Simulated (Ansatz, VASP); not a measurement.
# One calculation of Cu3O2, two programs

The input INCAR:

```
PREC = Accurate
ENCUT = 700
EDIFF = 1E-6
ISMEAR = -1
SIGMA = 0.05
LREAL = F
LASPH = T
NELM = 120
ALGO = Normal
ISIF = 2
LWAVE = F
LCHARG = F
GGA = CA
NBANDS = 42
GGA_COMPAT = F
```

KPOINTS

```
Automatic mesh
0
Gamma
  9 9 9
```

Contents of POSCAR:

```
Cu3O2
1.0
   -2.0229820000      2.0229820000      3.6736170000
    2.0229820000     -2.0229820000      3.6736170000
    2.0229820000      2.0229820000     -3.6736170000
Cu O
3 2
Direct
    0.0000000000      0.0000000000      0.0000000000
    0.7500000000      0.2500000000      0.5000000000
    0.2500000000      0.7500000000      0.5000000000
    0.5000000000      0.0000000000      0.5000000000
    0.0000000000      0.5000000000      0.5000000000
```

input.yaml

```yaml
crystal:
  lattice:
    - [-2.022982, 2.022982, 3.673617]
    - [2.022982, -2.022982, 3.673617]
    - [2.022982, 2.022982, -3.673617]
  atoms:
    - { symbol: Cu, position: [0.0, 0.0, 0.0] }
    - { symbol: Cu, position: [0.75, 0.25, 0.5] }
    - { symbol: Cu, position: [0.25, 0.75, 0.5] }
    - { symbol: O, position: [0.5, 0.0, 0.5] }
    - { symbol: O, position: [0.0, 0.5, 0.5] }
hamiltonian:
  xc: lda
  pseudopotentials: { kind: paw }
kpoints:
  mp_grid: { grid: [9, 9, 9] }
  band_path:
    path:
      - [[0.0, 0.0, 0.0], [0.5, -0.5, 0.0], [0.5, -0.5, 0.1516234203], [0.3258117102, -0.3258117102, 0.3258117102], [0.0, 0.0, 0.0], [0.5, 0.5, -0.5], [0.6741882898, 0.3258117102, -0.3258117102], [0.5, 0.0, 0.0], [0.75, -0.25, -0.25], [0.8483765797, 0.1516234203, -0.5], [0.5, 0.5, -0.5]]
      - [[0.5, -0.5, 0.0], [0.75, -0.25, -0.25]]
    npoints: 14
scf:
  occupations: { method: fermi_dirac, width: 0.05 }
  n_extra_bands: 12
output:
  forces: true
  stress: true
  eigenvalues: true
  fatbands: true
```

Alike in both runs: functional LDA; k mesh 9 × 9 × 9; occupations fermi-dirac, width 0.05 eV; no spin polarisation.

|  | VASP | Ansatz |
| --- | --- | --- |
| version | VASP 6.6.1 | Ansatz 0.2.0 |
| potentials or method | VASP PAW LDA potentials, release 64 (Cu_sv_GW, O) | Ansatz PAW |
| plane-wave cutoff (eV) | 700 | 420 |
| valence electrons in the cell | 69 | 69 |
| task | single point | band structure |

VASP gave:

| Quantity | Value |
| --- | --- |
| gap on the k mesh at the Fermi level (eV) | none |
| pressure (GPa) | -14.4 |
| traceless stress, the component that is largest in VASP (GPa) | -4.95 |

Problem. What did Ansatz give for the same quantities?

Solution. gap on the k mesh at the Fermi level (eV): none; pressure (GPa): -11.8; traceless stress, the component that is largest in VASP (GPa): -5.56.

LDA's correlation is that of Perdew and Zunger in VASP and of Perdew and Wang (1992) in Ansatz. A gap of «none» marks a metal or a gap that the smearing closes.
